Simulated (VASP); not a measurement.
CsPbCl3: single point with PBE

CsPbCl3:

```
Cs Pb Cl
1.0
     5.60500    0.00000    0.00000
     0.00000    5.60500    0.00000
     0.00000    0.00000    5.60500
Cs Pb Cl
1 1 3
Cartesian
  0.0000 0.0000 0.0000
  2.8025 2.8025 2.8025
  2.8025 2.8025 0.0000
  0.0000 2.8025 2.8025
  2.8025 0.0000 2.8025
```

```
Program             : VASP 6.6.1
Task                : single point
Functional          : PBE
Potentials or basis : VASP PAW PBE potentials, release 64 (Cs_sv, Pb_d, Cl)
Cutoff              : 520 eV
k mesh              : 3 × 3 × 3
Occupations         : methfessel-paxton, width 0.1 eV
Spin                : no spin polarisation
```

| Property | Result |
| --- | --- |
| Pressure | 1.4 GPa |
| Band gap on the k mesh | 4.28 eV, direct |

Levels at points of the mesh, in eV from the valence-band top:
```
           k point  band 20  band 21  band 22  band 23  band 24  band 25
(0.00, 0.00, 0.00)    -1.27    -1.27    -1.27     4.62     5.56     5.56
```

Wall time 31 s on 1 thread of Intel(R) Xeon(R) Platinum 8175M CPU @ 2.50GHz (Skylake/Cascade Lake) (shared host), peak memory 0.25 GiB.

Caveat: spin-orbit coupling is left out, which moves the levels of the heavy elements. A k mesh can miss the band edges.
